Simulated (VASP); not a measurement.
# TaSiO4 (P6/mmm) in VASP: a series of runs, part 2 of 2

VASP 6.6.1. The steps go on from the part before.

### 3 Single point, PBE

INCAR

```
SYSTEM = TaSiO4
  ALGO = Normal
  EDIFF = 1E-6
  ENCUT = 600
  GGA = PE
  GGA_COMPAT = .FALSE.
  ISIF = 2
  ISMEAR = 0
  LASPH = .TRUE.
  LCHARG = .FALSE.
  LREAL = .FALSE.
  LWAVE = .FALSE.
  NBANDS = 30
  NELM = 120
  PREC = Accurate
  SIGMA = 0.1
```

KPOINTS

```
k-points
0
G
  6 6 4
  0 0 0
```

POSCAR

```
TaSiO4
1.0
    3.4010444900      0.0000000000      0.0000000000
   -1.7005222500      2.9453909300      0.0000000000
    0.0000000000      0.0000000000      7.1890132700
Ta Si O
1 1 4
Direct
    0.0000000000      0.0000000000      0.0000000000
    0.0000000000      0.0000000000      0.5000000000
    0.3333333300      0.6666666700      0.0000000000
    0.6666666700      0.3333333300      0.0000000000
    0.0000000000      0.0000000000      0.2193526900
    0.0000000000      0.0000000000      0.7806473100
```

Potentials or basis: VASP PAW PBE potentials, release 64 (Ta_sv_GW, Si, O).

Launch:

```bash
$ cat potpaw_PBE.64/Ta_sv_GW/POTCAR potpaw_PBE.64/Si/POTCAR potpaw_PBE.64/O/POTCAR > POTCAR
$ mpirun -np 1 vasp_std > vasp.out
```

OUTCAR:

```text
SYSTEM = TaSiO4
   EDIFF = 1E-6
   ENCUT = 600
   GGA = PE
   ISIF = 2
   ISMEAR = 0
   LASPH = .TRUE.
   LREAL = .FALSE.
   NELM = 120
   PREC = Accurate

 ion  position               nearest neighbor table
   1  0.000  0.000  0.000-   5 1.58   6 1.58   3 1.96   4 1.96   4 1.96   3 1.96   4 1.96   3 1.96

   2  0.000  0.000  0.500-   5 2.02   6 2.02
   3  0.333  0.667  0.000-   4 1.96   4 1.96   1 1.96   1 1.96   1 1.96   4 1.96
[... 897 lines left out ...]
  --------------------------------------------------------------------------------------
  -------------------------------------------------------------------------------------
  Total       24.2212550     24.2212551     64.3641357     -0.0000000     -0.0000000     -0.0000000
  in kB      538.8683566    538.8683574   1431.9570132     -0.0000009     -0.0000000     -0.0000000
  external PRESSURE =     836.5645757 kB  Pullay stress =       0.0000000 kB

 VOLUME and BASIS-vectors are now :
 -----------------------------------------------------------------------------
  energy-cutoff  :      600.00
  volume of cell :       72.02
      direct lattice vectors                 reciprocal lattice vectors
     3.401044490  0.000000000  0.000000000     0.294027321  0.169756753  0.000000000
    -1.700522250  2.945390930  0.000000000     0.000000000  0.339513506  0.000000000
     0.000000000  0.000000000  7.189013270     0.000000000  0.000000000  0.139101148

 POSITION                                       TOTAL-FORCE (eV/Angst)
 -----------------------------------------------------------------------------------
      0.00000      0.00000      0.00000         0.000000     -0.000000      0.000000
      0.00000      0.00000      3.59451         0.000000     -0.000000      0.000000
     -0.00000      1.96359      0.00000         0.000000      0.000000      0.000000
      1.70052      0.98180      0.00000        -0.000000      0.000000      0.000000
      0.00000      0.00000      1.57693         0.000000     -0.000000     25.523724
      0.00000      0.00000      5.61208         0.000000     -0.000000    -25.523724
 -----------------------------------------------------------------------------------
    total drift:                                0.000000      0.000000     -0.000000

  FREE ENERGIE OF THE ION-ELECTRON SYSTEM (eV)
  ---------------------------------------------------
  free  energy   TOTEN  =       -38.8799374127 eV

  energy  without entropy=      -38.8411957941  energy(sigma->0) =      -38.86056660
```

OSZICAR:

```text
N       E                     dE             d eps       ncg     rms          rms(c)
DAV:   1     0.331918277290E+03    0.33192E+03   -0.24798E+04  1260   0.147E+03
DAV:   2    -0.299353504208E+02   -0.36185E+03   -0.34909E+03  1678   0.344E+02
DAV:   3    -0.519149407449E+02   -0.21980E+02   -0.21845E+02  1560   0.902E+01
[... 11 lines left out ...]
DAV:  15    -0.388799400033E+02    0.76608E-04   -0.26041E-04  1478   0.102E-01    0.133E-01
DAV:  16    -0.388799409714E+02   -0.96812E-06   -0.37771E-05  1494   0.324E-02    0.119E-01
DAV:  17    -0.388799421184E+02   -0.11470E-05   -0.26233E-05  1454   0.240E-02    0.591E-02
DAV:  18    -0.388799372798E+02    0.48387E-05   -0.55247E-06  1262   0.141E-02    0.316E-02
DAV:  19    -0.388799374127E+02   -0.13290E-06   -0.61609E-07   830   0.555E-03
   1 F= -.38879937E+02 E0= -.38860567E+02  d E =-.387416E-01
```

stdout:

```text
POSCAR found type information on POSCAR TaSiO
 POSCAR found :  3 types and       6 ions
 scaLAPACK will be used
 LDA part: xc-table for (Slater+PW92), standard interpolation
 POSCAR, INCAR and KPOINTS ok, starting setup
 FFT: planning ... GRIDC
 FFT: planning ... GRID_SOFT
 FFT: planning ... GRID
 WAVECAR not read
 entering main loop
```

Run time: 46 s. Hardware: 1 thread of AMD EPYC 9R45 (Zen 5), shared host; peak memory 0.21 GiB.

Results:

```
Free energy   : -38.8799 eV
Pressure      : 83.7 GPa
Largest force : 25.524 eV/Å
```

Forces on the atoms (eV/Å):
```
Ta    0.000   0.000   0.000
Si    0.000   0.000   0.000
O     0.000   0.000   0.000
O     0.000   0.000   0.000
O     0.000   0.000  25.524
O     0.000   0.000 -25.524
```

Stress tensor (GPa, compression positive):
```
 53.89   0.00   0.00
  0.00  53.89   0.00
  0.00   0.00 143.20
```

Levels at points of the mesh, in eV from the Fermi level:
```csv
k point,band 18,band 19,band 20,band 21,band 22,band 23,band 24,band 25
"(0.00, 0.00, 0.00)",-2.35,-0.03,0.95,0.95,5.27,5.27,5.98,7.39
"(0.50, 0.00, 0.00)",-1.84,-1.69,-0.94,-0.77,-0.36,3.59,6.63,6.91
"(0.00, 0.00, 0.50)",-0.03,0.21,0.95,0.95,4.73,4.73,4.77,8.20
"(0.50, 0.00, 0.50)",-2.28,-1.73,-0.41,-0.17,1.06,3.12,6.96,7.32
```

Caveat: spin-orbit coupling is left out, which moves the levels of the heavy elements; an odd number of electrons without spin polarisation forces a metal; a magnetic or distorted state may lie lower.

### 4 Single point, PBE

This run uses another cell than the first one, of 14.08 Å³/atom, 1.173 times its volume.

INCAR

```
SYSTEM = TaSiO4
PREC = Accurate ; ENCUT = 600
EDIFF = 1E-6 ; ISMEAR = 0
SIGMA = 0.1 ; LREAL = .FALSE.
LASPH = .TRUE. ; NELM = 120
ALGO = Normal ; ISIF = 2
LWAVE = .FALSE. ; LCHARG = .FALSE.
GGA = PE ; NBANDS = 30
GGA_COMPAT = .FALSE.
```

KPOINTS

```
regular mesh
0
G
  6 6 4
  0 0 0
```

POSCAR

```
TaSiO4
1.0
    3.6654444744      0.0000000031      0.0000000000
   -1.8327222399      3.1743680295      0.0000000000
    0.0000000000      0.0000000000      7.2617595856
Ta Si O
1 1 4
Direct
    0.0000000000      0.0000000000      0.0000000000
    0.0000000000      0.0000000000      0.5000000000
    0.3333333333      0.6666666667      0.0000000000
    0.6666666667      0.3333333333      0.0000000000
    0.0000000000      0.0000000000      0.2836138385
    0.0000000000      0.0000000000      0.7163861615
```

Launch:

```bash
$ cat potpaw_PBE.64/Ta_sv_GW/POTCAR potpaw_PBE.64/Si/POTCAR potpaw_PBE.64/O/POTCAR > POTCAR
$ mpirun -np 1 vasp_std > vasp.out
```

It used 340 s of CPU time on 1 thread of AMD EPYC 7R13 Processor (Zen 3), on a shared host.

The run converged. Its results:

```
Free energy   : -50.2900 eV
Pressure      : -0.1 GPa
Largest force : 0.109 eV/Å
```

Forces on the atoms (eV/Å):
```
Ta   0.000  0.000  0.000
Si   0.000  0.000  0.000
O    0.000  0.000  0.000
O    0.000  0.000  0.000
O    0.000  0.000 -0.109
O    0.000  0.000  0.109
```

Stress tensor (GPa, compression positive):
```
-0.30  0.00  0.00
 0.00 -0.30  0.00
 0.00  0.00  0.32
```

Levels at points of the mesh, in eV from the Fermi level:
| k point | band 18 | band 19 | band 20 | band 21 | band 22 | band 23 |
| --- | --- | --- | --- | --- | --- | --- |
| (0.00, 0.00, 0.00) | -2.31 | -0.32 | 0.04 | 0.04 | 2.61 | 2.61 |
| (0.50, 0.00, 0.00) | -2.23 | -1.59 | -0.70 | 0.04 | 1.05 | 2.29 |
| (0.00, 0.00, 0.50) | -1.36 | -0.32 | 0.05 | 0.05 | 2.21 | 2.21 |
| (0.50, 0.00, 0.50) | -2.23 | -1.63 | -0.68 | 0.75 | 1.05 | 1.73 |

Caveat: spin-orbit coupling is left out, which moves the levels of the heavy elements; an odd number of electrons without spin polarisation forces a metal; a magnetic or distorted state may lie lower.

### 5 Single point, PBE

This run uses another cell than the first one, of 14.08 Å³/atom, 1.173 times its volume.

INCAR

```
SYSTEM = TaSiO4
ALGO = Normal
EDIFF = 1E-6
ENCUT = 600
GGA = PE
GGA_COMPAT = .False.
ISIF = 2
ISMEAR = 0
LASPH = .True.
LCHARG = .False.
LREAL = .False.
LWAVE = .False.
NBANDS = 30
NELM = 120
PREC = Accurate
SIGMA = 0.1
```

KPOINTS

```
k-points
0
Gamma
  12 12 6
  0 0 0
```

POSCAR

```
TaSiO4
1.0
    3.6660823620      0.0000000000      0.0000000000
   -1.8330411810      3.1749204579      0.0000000000
    0.0000000000      0.0000000000      7.2557392865
Ta Si O
1 1 4
Direct
    0.0000000000      0.0000000000      0.0000000000
    0.0000000000      0.0000000000      0.5000000000
    0.3333333333      0.6666666667      0.0000000000
    0.6666666667      0.3333333333      0.0000000000
    0.0000000000      0.0000000000      0.2831548299
    0.0000000000      0.0000000000      0.7168451701
```

Launch:

```bash
$ cat potpaw_PBE.64/Ta_sv_GW/POTCAR potpaw_PBE.64/Si/POTCAR potpaw_PBE.64/O/POTCAR > POTCAR
$ mpirun -np 1 vasp_std > vasp.out
```

It took 6 min on 1 thread of Intel Xeon Platinum 8488C (Sapphire Rapids), shared host; peak memory 0.38 GiB.

Results (log left out):

```yaml
Free_energy: -50.2932 eV
Pressure: -0.1 GPa
Largest_force: 0.115 eV/Å
```

Forces in eV/Å, atoms in the order of the input:
```
Ta   0.000  0.000  0.000
Si   0.000  0.000  0.000
O    0.000  0.000  0.000
O    0.000  0.000  0.000
O    0.000  0.000 -0.115
O    0.000  0.000  0.115
```

Stress tensor (GPa, compression positive):
```
-0.21  0.00  0.00
 0.00 -0.21  0.00
 0.00  0.00  0.27
```

Levels at points of the mesh, in eV from the Fermi level:
| k point | band 17 | band 18 | band 19 | band 20 | band 21 | band 22 | band 23 | band 24 | band 25 | band 26 |
| --- | --- | --- | --- | --- | --- | --- | --- | --- | --- | --- |
| (0.00, 0.00, 0.00) | -3.37 | -2.25 | -0.38 | -0.04 | -0.04 | 2.60 | 2.60 | 5.38 | 5.38 | 6.35 |
| (0.50, 0.00, 0.00) | -2.53 | -2.30 | -1.64 | -0.78 | 0.10 | 1.11 | 2.29 | 4.25 | 4.36 | 4.43 |
| (0.00, 0.00, 0.50) | -3.49 | -1.30 | -0.38 | -0.02 | -0.02 | 2.21 | 2.21 | 5.48 | 5.87 | 5.87 |
| (0.50, 0.00, 0.50) | -3.28 | -2.30 | -1.68 | -0.76 | 0.81 | 1.10 | 1.73 | 4.35 | 4.77 | 4.87 |

Caveat: spin-orbit coupling is left out, which moves the levels of the heavy elements; an odd number of electrons without spin polarisation forces a metal; a magnetic or distorted state may lie lower.

### 6 Overview

| task | potentials or basis | cell | k mesh | second run | gap on the mesh (eV) | pressure (GPa) | largest force (eV/Å) |
| --- | --- | --- | --- | --- | --- | --- | --- |
| relaxation of cell and atoms | VASP PAW PBE potentials, release 64 (Ta_pv, Si, O) | relaxed from a = 3.401, b = 3.401, c = 7.189 Å, angles 90.0, 90.0, 120.0°, 6 atoms | 6 × 6 × 4 | - | none | 0.0 | 0.01 |
| single point | VASP PAW PBE potentials, release 64 (Ta_sv_GW, Si, O) | a = 3.401, b = 3.401, c = 7.189 Å, angles 90.0, 90.0, 120.0°, 6 atoms | 6 × 6 × 4 | valence_matched | none | 83.7 | 25.52 |
| single point | VASP PAW PBE potentials, release 64 (Ta_sv_GW, Si, O) | a = 3.665, b = 3.665, c = 7.262 Å, angles 90.0, 90.0, 120.0°, 6 atoms | 6 × 6 × 4 | valence_matched | none | -0.1 | 0.11 |
| single point | VASP PAW PBE potentials, release 64 (Ta_sv_GW, Si, O) | a = 3.666, b = 3.666, c = 7.256 Å, angles 90.0, 90.0, 120.0°, 6 atoms | 12 × 12 × 6 | valence_matched | none | -0.1 | 0.11 |

Alike in all rows: level PBE; no spin polarisation; cutoff (eV) 600; smearing gaussian 0.1 eV.

Caveats: spin-orbit coupling is left out, which moves the levels of the heavy elements; an odd number of electrons without spin polarisation forces a metal; a magnetic or distorted state may lie lower; the volume moved by over 15 % at a fixed basis, so the end points are rough (some runs).

Absolute energies hang on the potentials; compare differences alone.
